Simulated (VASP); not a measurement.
Bi3B4P, 8 atoms in the cell. The structure is tetragonal, space group I-42m (No. 121). Conventional cell: a = 5.110 Å, b = 5.110 Å, c = 10.220 Å, α = 90.00°, β = 90.00°, γ = 90.00°. P (site symmetry -42m) has 4 B at 2.21 Å within 2.9 Å. B (site symmetry m) has 3 Bi at 2.21 Å and 1 P at 2.21 Å within 2.9 Å. Bi (site symmetry -4) has 4 B at 2.21 Å within 2.9 Å. Within 2.9 Å of Bi (site symmetry -42m) lie 4 B at 2.21 Å. 

| Property | Result |
| --- | --- |
| Program | VASP 6.6.1 |
| Task | relaxation of cell and atoms |
| Functional | PBE |
| Potentials or basis | VASP PAW PBE potentials, release 64 (P, B, Bi_d) |
| Cutoff | 600 eV |
| k mesh | 6 × 6 × 6 |
| Occupations | fermi-dirac, width 0.02 eV |
| Spin | no spin polarisation |
| Dipole correction | no |
| Further INCAR settings | ALGO = Normal; EDIFF = 1e-07; IBRION = 2; EDIFFG = -0.005; NSW = 80; ISIF = 3 |

Potentials or basis: VASP PAW PBE potentials, release 64 (P, B, Bi_d).

Command:

```console
$ cat potpaw_PBE.64/P/POTCAR potpaw_PBE.64/B/POTCAR potpaw_PBE.64/Bi_d/POTCAR > POTCAR
$ mpirun -np 1 vasp_std > vasp.out
```

Hardware: 1 thread of AMD EPYC 9R45 96-Core Processor (Zen 5) (shared host).

Estimate the wall time of this run.

Run time: 24 min on 1 thread of AMD EPYC 9R45 96-Core Processor (Zen 5), with other jobs on the host, peak memory 0.44 GiB. Counts: scf iterations 132, k points 30, ion steps 13.
